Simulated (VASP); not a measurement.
# CoSi16 (a cell with a defect) in VASP: further runs

The runs below take CoSi16 (a cell with a defect) through single point, with PBE.

Everything below comes from runs of VASP 6.6.1. Logs are shortened: lines on timing, memory, paths and dates and some standing lists are left out, and cuts for length are marked.

**1. The cell of the first run**

The cell holds a defect, 17 atoms: a = 7.736 Å, b = 7.736 Å, c = 7.736 Å, α = 60.00°, β = 60.00°, γ = 60.00°.

**2. Single point, PBE, collinear spin, ferromagnetic start (with an interstitial atom, then relaxed in part)**

INCAR reads:

```
SYSTEM = CoSi16
PREC     = Accurate       ! precision mode
ENCUT    = 520            ! plane-wave cutoff, eV
EDIFF    = 1E-6           ! SCF threshold, eV
ISMEAR   = 0              ! smearing method
SIGMA    = 0.02           ! smearing width, eV
LREAL    = Auto         
LASPH    = .TRUE.         ! aspherical terms in the spheres
NELM     = 150            ! most SCF steps
ALGO     = Normal         ! electronic algorithm
ISIF     = 2              ! what is computed and relaxed
LWAVE    = .FALSE.        ! write WAVECAR
LCHARG   = .FALSE.        ! write CHGCAR
ISPIN    = 2              ! spin polarisation
MAGMOM   = 0 0 0 0 0 0 0 0 0 0 0 0 0 0 0 0 3 ! initial moments
LORBIT   = 11             ! projections on sites
LMAXMIX  = 4              ! l up to which the mixer works
GGA      = PE             ! functional
NBANDS   = 54             ! bands
```

KPOINTS reads:

```
Automatic mesh
0
G
  2 2 2
  0 0 0
```

POSCAR reads:

```
CoSi16
1.0
    0.0000000000      5.4700937627     -5.4700937627
    5.4700937627      5.4700937627      0.0000000000
    5.4700937627      0.0000000000     -5.4700937627
Si Co
16 1
Direct
    0.1299872669      0.1293098127      0.1278209796
    0.1233190520      0.6250909203      0.1265205001
    0.6182975276      0.1261432326      0.1267992323
    0.6266974394      0.6241872011      0.1189941732
    0.1225790198      0.1247829275      0.6309081749
    0.1230720927      0.6264551207      0.6229781457
    0.6270729685      0.1216428655      0.6224293918
    0.6239717010      0.6248315484      0.6243001539
    0.2509148007      0.7537886794      0.2474319056
    0.2467440198      0.2531594652      0.2585603715
    0.7469141593      0.7505246486      0.2482845501
    0.7532548266      0.2486865475      0.2469547219
    0.2479937407      0.7488219461      0.7513634104
    0.2512813002      0.2506466075      0.7532259906
    0.7503747199      0.7490458961      0.7465481311
    0.7461339752      0.2488049314      0.7518690327
   -0.0046177197      0.0032724351      0.0105402498
```

Potentials or basis: VASP PAW PBE potentials, release 64 (Si, Co).

Launch:

```
> cat potpaw_PBE.64/Si/POTCAR potpaw_PBE.64/Co/POTCAR > POTCAR
> mpirun -np 1 vasp_std > vasp.out
```

OUTCAR:

```text
SYSTEM = CoSi16
   PREC = Accurate
   ENCUT = 520
   EDIFF = 1E-6
   ISMEAR = 0
   LREAL = Auto
   LASPH = .TRUE.
   NELM = 150
   ISIF = 2
   ISPIN = 2
   LORBIT = 11
   GGA = PE

 ion  position               nearest neighbor table
   1  0.130  0.129  0.128-  10 2.35  14 2.37   9 2.37  12 2.38  17 2.39
   2  0.123  0.625  0.127-  10 2.35  13 2.37  11 2.38   9 2.38  17 2.39
   3  0.618  0.126  0.127-  10 2.35  16 2.37  11 2.37  17 2.38  12 2.39
   4  0.627  0.624  0.119-  15 2.35  12 2.37   9 2.37  11 2.37
   5  0.123  0.125  0.631-  10 2.35  13 2.37  16 2.38  14 2.38  17 2.40
   6  0.123  0.626  0.623-  15 2.35   9 2.37  13 2.37  14 2.37
   7  0.627  0.122  0.622-  15 2.35  12 2.37  16 2.37  14 2.37
   8  0.624  0.625  0.624-  15 2.36  13 2.37  11 2.38  16 2.38
   9  0.251  0.754  0.247-   6 2.37   1 2.37   4 2.37   2 2.38  17 2.69
  10  0.247  0.253  0.259-   1 2.35   3 2.35   2 2.35   5 2.35
  11  0.747  0.751  0.248-   3 2.37   4 2.37   8 2.38   2 2.38  17 2.74
  12  0.753  0.249  0.247-   7 2.37   4 2.37   1 2.38   3 2.39  17 2.64
  13  0.248  0.749  0.751-   2 2.37   6 2.37   8 2.37   5 2.37  17 2.81
  14  0.251  0.251  0.753-   1 2.37   6 2.37   7 2.37   5 2.38  17 2.75
  15  0.750  0.749  0.747-   4 2.35   7 2.35   6 2.35   8 2.36
  16  0.746  0.249  0.752-   3 2.37   7 2.37   8 2.38   5 2.38  17 2.78
  17  0.995  0.003  0.011-   3 2.38   1 2.39   2 2.39   5 2.40  12 2.64   9 2.69  11 2.74  14 2.75
                            16 2.78  13 2.81

  LATTYP: Found a face centered cubic cell.
 ALAT       =    10.9401875254

  Lattice vectors:

 A1 = (   0.0000000000,   5.4700937627,  -5.4700937627)
 A2 = (   5.4700937627,   5.4700937627,   0.0000000000)
 A3 = (   5.4700937627,   0.0000000000,  -5.4700937627)

Analysis of symmetry for initial positions (statically):
=====================================================================
 Subroutine PRICEL returns:
 Original cell was already a primitive cell.

 Routine SETGRP: Setting up the symmetry group for a
 face centered cubic supercell.

 Subroutine GETGRP returns: Found  1 space group operations
 (whereof  1 operations were pure point group operations)
 out of a pool of 48 trial point group operations.

The static configuration has the point symmetry C_1 .

Analysis of symmetry for dynamics (positions and initial velocities):
=====================================================================
 Subroutine PRICEL returns:
 Original cell was already a primitive cell.

 Routine SETGRP: Setting up the symmetry group for a
 face centered cubic supercell.

 Subroutine GETGRP returns: Found  1 space group operations
 (whereof  1 operations were pure point group operations)
 out of a pool of 48 trial point group operations.

[... 172 lines left out ...]
  free energy    TOTEN  =       -91.40290299 eV

  energy without entropy =      -91.40227940  energy(sigma->0) =      -91.40259119

 E-fermi :   6.4135     XC(G=0):  -9.5912

 val. band max:        6.3944121119   @ k =   0.5000   0.0000   0.0000
 cond. band min:       6.4326024943   @ k =   0.5000   0.5000   0.5000
 fundamental gap:      0.0381903824
 Fermi energy:         6.4135088709

 spin component 1

 k-point     1 :       0.0000    0.0000    0.0000
  band No.  band energies     occupation
      1      -5.9522      1.00000
      2      -3.6423      1.00000
      3      -3.6355      1.00000
      4      -3.6314      1.00000
      5      -3.6220      1.00000
      6      -2.0376      1.00000
[... 397 lines left out ...]
     47      10.2731      0.00000
     48      10.3157      0.00000
 Fermi energy:         6.4135088709

 spin component 2

 k-point     1 :       0.0000    0.0000    0.0000
  band No.  band energies     occupation
      1      -5.9306      1.00000
      2      -3.6158      1.00000
      3      -3.6105      1.00000
      4      -3.6057      1.00000
      5      -3.5989      1.00000
      6      -2.0341      1.00000
[... 397 lines left out ...]
     47      10.2963      0.00000
     48      10.3318      0.00000
 [bands above 48 left out]

------------------------ aborting loop because EDIFF is reached ----------------------------------------

  FORCE on cell =-STRESS in cart. coord.  units (eV):
  Direction    XX          YY          ZZ          XY          YZ          ZX
  --------------------------------------------------------------------------------------
  -------------------------------------------------------------------------------------
  Total        0.2040026     -0.0153205      0.1043923      0.1441612     -0.2229960     -0.1218143
  in kB        0.9984632     -0.0749839      0.5109339      0.7055774     -1.0914238     -0.5962038
  external PRESSURE =       0.4781378 kB  Pullay stress =       0.0000000 kB

 VOLUME and BASIS-vectors are now :
 -----------------------------------------------------------------------------
  energy-cutoff  :      520.00
  volume of cell :      327.35
      direct lattice vectors                 reciprocal lattice vectors
     0.000000000  5.470093763 -5.470093763    -0.091406111  0.091406111 -0.091406111
     5.470093763  5.470093763  0.000000000     0.091406111  0.091406111  0.091406111
     5.470093763  0.000000000 -5.470093763     0.091406111 -0.091406111 -0.091406111

 POSITION                                       TOTAL-FORCE (eV/Angst)
 -----------------------------------------------------------------------------------
      1.40653      1.41838     -1.41024         0.000053      0.002274     -0.002356
      4.11138      4.09387     -1.36665        -0.000249     -0.005623     -0.005705
      1.38362      4.07216     -4.07575         0.004034     -0.005421      0.003900
      4.06527      6.84246     -4.07900         0.001805     -0.002960     -0.003863
      4.13370      1.35309     -4.12165        -0.001103      0.005027      0.002015
      6.83452      4.09998     -4.08096        -0.003786      0.000010     -0.000985
[... 9 lines left out ...]
      5.47378      5.44241     -8.19422        -0.001453      0.002398     -0.003620
      0.07556      5.46273     -5.50249        -0.006946      0.001986      0.001179
 -----------------------------------------------------------------------------------
    total drift:                                0.008034     -0.000534      0.000708

  FREE ENERGIE OF THE ION-ELECTRON SYSTEM (eV)
  ---------------------------------------------------
  free  energy   TOTEN  =       -91.4029029899 eV

  energy  without entropy=      -91.4022793978  energy(sigma->0) =      -91.40259119

 total charge

# of ion       s       p       d       tot
------------------------------------------
    1        0.731   0.950   0.000   1.681
    2        0.732   0.948   0.000   1.680
    3        0.732   0.949   0.000   1.680
    4        0.743   0.928   0.000   1.672
    5        0.732   0.947   0.000   1.679
    6        0.743   0.931   0.000   1.673
[... 9 lines left out ...]
   16        0.735   0.933   0.000   1.668
   17        0.375   0.388   7.520   8.284
--------------------------------------------------
tot         12.174  15.371   7.520  35.065

 magnetization (x)

# of ion       s       p       d       tot
------------------------------------------
    1        0.000   0.020   0.000   0.020
    2       -0.000   0.028   0.000   0.027
    3        0.000   0.025   0.000   0.026
    4       -0.001   0.010   0.000   0.009
    5       -0.000   0.028   0.000   0.028
    6       -0.001   0.008   0.000   0.008
[... 9 lines left out ...]
   16        0.000   0.008   0.000   0.008
   17        0.002   0.003   0.946   0.951
--------------------------------------------------
tot         -0.001   0.183   0.946   1.128
```

It took 6.9 min on 1 thread of Intel Xeon 6975P-C (Granite Rapids), shared host; peak memory 0.72 GiB.

What came out:

```
Free energy                                           : -91.4029 eV
Pressure                                              : 0.0 GPa
Largest force                                         : 0.008 eV/Å
Net moment                                            : 1.25 μB per cell
Site moments                                          : Si +0.02, +0.03, +0.01, -0.00, +0.00 (each value once); Co +0.95 μB
Valence electrons inside the program's atomic spheres : Si 1.68, 1.67, 1.69 (each value once); Co 8.28
```

Forces in eV/Å, atoms in the order of the input:
```
Si   0.000  0.002 -0.002
Si   0.000 -0.006 -0.006
Si   0.004 -0.005  0.004
Si   0.002 -0.003 -0.004
Si  -0.001  0.005  0.002
Si  -0.004  0.000 -0.001
Si   0.004  0.003  0.004
Si  -0.006 -0.003  0.004
Si   0.001 -0.002  0.002
Si  -0.003  0.000  0.003
Si   0.001  0.004  0.001
Si   0.003 -0.003  0.000
Si   0.005  0.004 -0.001
Si   0.000  0.000 -0.002
Si   0.003  0.000 -0.001
Si  -0.001  0.002 -0.004
Co  -0.007  0.002  0.001
```

Levels at points of the mesh, in eV from the Fermi level:
Spin up:
```tsv
k point	band 33	band 34	band 35	band 36	band 37	band 38	band 39	band 40	band 41	band 42
(0.00, 0.00, 0.00)	-0.51	-0.48	-0.45	-0.33	-0.27	-0.21	0.41	0.44	0.61	0.62
(0.50, 0.00, 0.00)	-1.47	-1.03	-0.94	-0.53	-0.49	0.54	1.10	1.18	1.19	1.29
(0.00, 0.50, 0.00)	-1.45	-1.03	-0.96	-0.52	-0.48	0.57	1.06	1.19	1.21	1.30
(0.00, 0.00, 0.50)	-1.45	-1.02	-0.99	-0.49	-0.47	0.60	1.02	1.20	1.23	1.31
(0.50, 0.50, 0.50)	-1.47	-1.02	-0.95	-0.54	-0.50	0.51	1.14	1.18	1.18	1.28
(0.50, 0.50, 0.00)	-1.69	-1.63	-1.10	-1.10	-0.42	0.61	1.08	1.86	1.88	1.89
(0.00, 0.50, 0.50)	-1.70	-1.53	-1.12	-1.03	-0.49	0.61	1.07	1.87	1.87	1.88
(0.50, 0.00, 0.50)	-1.69	-1.57	-1.11	-1.06	-0.46	0.61	1.08	1.86	1.87	1.88
```
Spin down:
```csv
k point,band 32,band 33,band 34,band 35,band 36,band 37,band 38,band 39,band 40,band 41
"(0.00, 0.00, 0.00)",-1.07,-0.42,-0.28,-0.21,-0.13,0.06,0.11,0.64,0.65,0.69
"(0.50, 0.00, 0.00)",-1.22,-1.19,-0.66,-0.57,-0.02,0.05,0.59,1.15,1.22,1.23
"(0.00, 0.50, 0.00)",-1.24,-1.20,-0.67,-0.54,-0.05,0.05,0.62,1.11,1.23,1.25
"(0.00, 0.00, 0.50)",-1.23,-1.21,-0.64,-0.54,-0.04,0.04,0.64,1.06,1.25,1.27
"(0.50, 0.50, 0.50)",-1.23,-1.17,-0.66,-0.61,0.02,0.04,0.56,1.19,1.21,1.21
"(0.50, 0.50, 0.00)",-1.65,-1.33,-0.72,-0.69,-0.57,0.35,0.72,1.19,1.88,1.90
"(0.00, 0.50, 0.50)",-1.66,-1.40,-0.73,-0.60,-0.60,0.37,0.71,1.17,1.87,1.88
"(0.50, 0.00, 0.50)",-1.66,-1.36,-0.72,-0.64,-0.58,0.36,0.72,1.18,1.87,1.90
```

Caveat: the k points lie up to 0.50 Å⁻¹ apart; the cell differs from its parent crystal (with an interstitial atom, then relaxed in part).

**3. Single point, PBE, collinear spin, ferromagnetic start**

INCAR reads:

```
SYSTEM = CoSi16
ALGO = Normal
EDIFF = 1E-6
ENCUT = 520
GGA = PE
ISIF = 2
ISMEAR = 0
ISPIN = 2
LASPH = .TRUE.
LCHARG = .FALSE.
LMAXMIX = 4
LORBIT = 11
LREAL = Auto
LWAVE = .FALSE.
MAGMOM = 0 0 0 0 0 0 0 0 0 0 0 0 0 0 0 0 1.05
NBANDS = 54
NELM = 150
PREC = Accurate
SIGMA = 0.02
```

KPOINTS reads:

```
k-points
0
G
  2 2 2
  0 0 0
```

POSCAR reads:

```
CoSi16
1.0
    0.0000000000      5.4700937627     -5.4700937627
    5.4700937627      5.4700937627      0.0000000000
    5.4700937627      0.0000000000     -5.4700937627
Si Co
16 1
Direct
    0.1313418071      0.1293486055      0.1274892224
    0.1246737313      0.6251296867      0.1261886962
    0.6196521755      0.1261820236      0.1264673934
    0.6280520315      0.6242259545      0.1186624084
    0.1239337074      0.1248216264      0.6305763941
    0.1244267520      0.6264938315      0.6226463654
    0.6284276192      0.1216816437      0.6220975632
    0.6253263012      0.6248703675      0.6239683720
    0.2522693504      0.7538274806      0.2471001520
    0.2480985809      0.2531983107      0.2582285718
    0.7482688008      0.7505634598      0.2479526968
    0.7546094599      0.2487252612      0.2466229207
    0.2493482853      0.7488607468      0.7510316419
    0.2526359803      0.2506853739      0.7528941328
    0.7517292534      0.7490846917      0.7462163680
    0.7474885582      0.2488437235      0.7515373005
   -0.0032631068      0.0033111864      0.0102085087
```

Potentials or basis: VASP PAW PBE potentials, release 64 (Si, Co).

Launch:

```
> cat potpaw_PBE.64/Si/POTCAR potpaw_PBE.64/Co/POTCAR > POTCAR
> mpirun -np 1 vasp_std > vasp.out
```

Wall time 5.7 min (1 thread of Intel Xeon 6975P-C (Granite Rapids), shared host); peak memory 0.72 GiB.

Results (log left out):

```
Free energy                                           : -91.4029 eV
Pressure                                              : 0.0 GPa
Largest force                                         : 0.009 eV/Å
Net moment                                            : 1.25 μB per cell
Site moments                                          : Si +0.02, +0.03, +0.01, -0.00, +0.00 (each value once); Co +0.95 μB
Valence electrons inside the program's atomic spheres : Si 1.68, 1.67, 1.69 (each value once); Co 8.28
```

Forces in eV/Å, atoms in the order of the input:
```
Si   0.000  0.002 -0.002
Si   0.001 -0.005 -0.008
Si   0.003 -0.006  0.004
Si   0.002 -0.004 -0.004
Si  -0.001  0.004  0.002
Si  -0.005 -0.001  0.001
Si   0.005  0.003  0.005
Si  -0.008 -0.001  0.005
Si   0.001 -0.002  0.002
Si  -0.003  0.000  0.002
Si   0.002  0.004  0.001
Si   0.002 -0.003  0.000
Si   0.005  0.004  0.000
Si   0.000  0.000 -0.003
Si   0.004  0.002 -0.001
Si  -0.001  0.001 -0.004
Co  -0.006  0.002  0.001
```

Stress tensor (GPa, compression positive):
```
 0.09  0.07 -0.06
 0.07 -0.02 -0.11
-0.06 -0.11  0.04
```

Levels at points of the mesh, in eV from the Fermi level:
Spin up:
```
           k point  band 34  band 35  band 36  band 37  band 38  band 39  band 40  band 41
(0.00, 0.00, 0.00)    -0.48    -0.45    -0.33    -0.27    -0.21     0.41     0.44     0.61
(0.50, 0.00, 0.00)    -1.03    -0.94    -0.53    -0.49     0.54     1.10     1.18     1.19
(0.00, 0.50, 0.00)    -1.03    -0.96    -0.52    -0.48     0.57     1.06     1.19     1.21
(0.00, 0.00, 0.50)    -1.02    -0.99    -0.49    -0.47     0.60     1.02     1.20     1.23
(0.50, 0.50, 0.50)    -1.02    -0.95    -0.54    -0.50     0.51     1.14     1.18     1.18
(0.50, 0.50, 0.00)    -1.63    -1.10    -1.10    -0.42     0.61     1.08     1.86     1.88
(0.00, 0.50, 0.50)    -1.53    -1.12    -1.03    -0.49     0.61     1.07     1.87     1.87
(0.50, 0.00, 0.50)    -1.57    -1.11    -1.06    -0.46     0.61     1.08     1.86     1.87
```
Spin down:
```
           k point  band 32  band 33  band 34  band 35  band 36  band 37  band 38  band 39  band 40  band 41
(0.00, 0.00, 0.00)    -1.07    -0.42    -0.28    -0.21    -0.13     0.06     0.11     0.64     0.65     0.69
(0.50, 0.00, 0.00)    -1.22    -1.19    -0.66    -0.57    -0.02     0.05     0.59     1.15     1.22     1.23
(0.00, 0.50, 0.00)    -1.24    -1.20    -0.67    -0.54    -0.05     0.05     0.62     1.11     1.23     1.25
(0.00, 0.00, 0.50)    -1.23    -1.21    -0.64    -0.54    -0.04     0.04     0.64     1.06     1.25     1.27
(0.50, 0.50, 0.50)    -1.23    -1.17    -0.66    -0.61     0.02     0.04     0.56     1.19     1.21     1.21
(0.50, 0.50, 0.00)    -1.65    -1.33    -0.72    -0.69    -0.57     0.35     0.72     1.19     1.88     1.90
(0.00, 0.50, 0.50)    -1.66    -1.40    -0.73    -0.60    -0.60     0.37     0.71     1.17     1.87     1.88
(0.50, 0.00, 0.50)    -1.66    -1.36    -0.72    -0.64    -0.58     0.36     0.72     1.18     1.87     1.90
```

Caveat: the k points lie up to 0.50 Å⁻¹ apart.
